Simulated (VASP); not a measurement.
Wanted: the native input for a VASP 6.6.1 run.

```
Task                   : single point
Functional             : r2SCAN
Potentials or basis    : VASP PAW PBE potentials, release 64 (Si, C)
Cutoff                 : 520 eV
k mesh                 : 9 × 6 × 1
Occupations            : gaussian, width 0.05 eV
Spin                   : no spin polarisation
Dipole correction      : yes
Further INCAR settings : LREAL = Auto; ALGO = Normal; EDIFF = 1e-06; NBANDS = 46
```

The system is SiC, a slab with vacuum.

```
CELL_PARAMETERS angstrom
3.08036 0.00000 0.00000
0.00000 4.35629 0.00000
0.00000 0.00000 25.78127
ATOMIC_POSITIONS crystal
Si 0.50000 0.50000 0.29091
Si 0.00000 0.00000 0.35065
Si 0.50000 0.50000 0.41039
Si 0.00000 0.00000 0.47013
Si 0.50000 0.50000 0.52987
Si 0.00000 0.00000 0.58961
Si 0.50000 0.50000 0.64935
Si 0.00000 0.00000 0.70909
C 0.00000 0.25000 0.29091
C 0.50000 0.75000 0.35065
C 0.00000 0.25000 0.41039
C 0.50000 0.75000 0.47013
C 0.00000 0.25000 0.52987
C 0.50000 0.75000 0.58961
C 0.00000 0.25000 0.64935
C 0.50000 0.75000 0.70909
```

These files were run (other wordings do the same):

POSCAR

```
SiC
1.0
    3.0803621794      0.0000000000      0.0000000000
    0.0000000000      4.3562899711      0.0000000000
    0.0000000000      0.0000000000     25.7812676278
Si C
8 8
Direct
    0.5000000000      0.5000000000      0.2909088920
    0.0000000000      0.0000000000      0.3506492086
    0.5000000000      0.5000000000      0.4103895251
    0.0000000000      0.0000000000      0.4701298417
    0.5000000000      0.5000000000      0.5298701583
    0.0000000000      0.0000000000      0.5896104749
    0.5000000000      0.5000000000      0.6493507914
    0.0000000000      0.0000000000      0.7090911080
    0.0000000000      0.2500000000      0.2909088920
    0.5000000000      0.7500000000      0.3506492086
    0.0000000000      0.2500000000      0.4103895251
    0.5000000000      0.7500000000      0.4701298417
    0.0000000000      0.2500000000      0.5298701583
    0.5000000000      0.7500000000      0.5896104749
    0.0000000000      0.2500000000      0.6493507914
    0.5000000000      0.7500000000      0.7090911080
```

INCAR.step1

```
SYSTEM = SiC
ALGO = Normal ; DIPOL = 0.5 0.5 0.500
EDIFF = 1E-4 ; ENCUT = 520
GGA = PE ; IDIPOL = 3
ISMEAR = 0 ; LASPH = .True.
LCHARG = .False. ; LDIPOL = .True.
LREAL = Auto ; LWAVE = .True.
NBANDS = 46 ; NELM = 100
PREC = Accurate ; SIGMA = 0.05
```

INCAR.step2

```
SYSTEM = SiC
ALGO = Normal ; DIPOL = 0.5 0.5 0.500
EDIFF = 1E-6 ; ENCUT = 520
IDIPOL = 3 ; ISIF = 2
ISMEAR = 0 ; ISTART = 1
LASPH = .True. ; LCHARG = .False.
LDIPOL = .True. ; LMIXTAU = .True.
LREAL = Auto ; LWAVE = .False.
METAGGA = R2SCAN ; NBANDS = 46
NELM = 100 ; PREC = Accurate
SIGMA = 0.05
```

KPOINTS

```
k-points
0
Gamma
  9 6 1
  0 0 0
```

Potentials or basis: VASP PAW PBE potentials, release 64 (Si, C).

Run with:

```sh
$ cat potpaw_PBE.64/Si/POTCAR potpaw_PBE.64/C/POTCAR > POTCAR
$ cp INCAR.step1 INCAR
$ mpirun -np 1 vasp_std > vasp.out
$ cp INCAR.step2 INCAR
$ mpirun -np 1 vasp_std > vasp.out
```

It gave:

The largest force is 3.760 eV/Å and the band gap on the k mesh is 0.46 eV (least direct gap 0.67 eV).

Caveat: semilocal functionals underestimate gaps, and a narrow one can read as zero; the PAW data sets were made with another functional, which shifts forces and pressure a little.

It took 24 min on 1 thread of AMD EPYC 9R45 96-Core Processor (Zen 5) (shared host), peak memory 0.49 GiB.
